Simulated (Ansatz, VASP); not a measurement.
# Two plane-wave programs on CrN2

```
Cr N
1.0
     3.90179    0.00000    0.00000
     0.00000    4.80951    0.00000
     0.00000    0.00000    2.78417
Cr N
2 4
Direct
  0.50000 0.50000 0.50000
  0.00000 0.00000 0.00000
  0.63383 0.08878 0.50000
  0.36617 0.91122 0.50000
  0.13383 0.41123 0.00000
  0.86617 0.58878 0.00000
```

Alike in both runs: task relaxation of cell and atoms; functional PBE; k mesh 10 × 8 × 12; occupations gaussian, width 0.1 eV; no spin polarisation.

|  | VASP | Ansatz |
| --- | --- | --- |
| version | VASP 6.6.1 | Ansatz 0.2.0 |
| potentials or method | VASP PAW PBE potentials, release 64 (Cr_pv, N), cutoff 600 eV | scalar-relativistic, plane waves, PAW |
| valence electrons in the cell | 44 | 48 |

|  | VASP | Ansatz | Ansatz less VASP |
| --- | --- | --- | --- |
| gap on the k mesh at the Fermi level, each at its own relaxed structure (eV) | none | none | - |
| relaxed volume (Å³/atom) | 8.36 | 8.36 | -0.001 |
| relaxed length of the cell vector where the two differ most in proportion (Å) | 3.943 | 3.941 | -0.0016 |

A gap of «none» marks a metal or a gap that the smearing closes. VASP's potentials hold 44 valence electrons a cell and Ansatz's 48, so a difference there can come from the potentials and not from the codes.
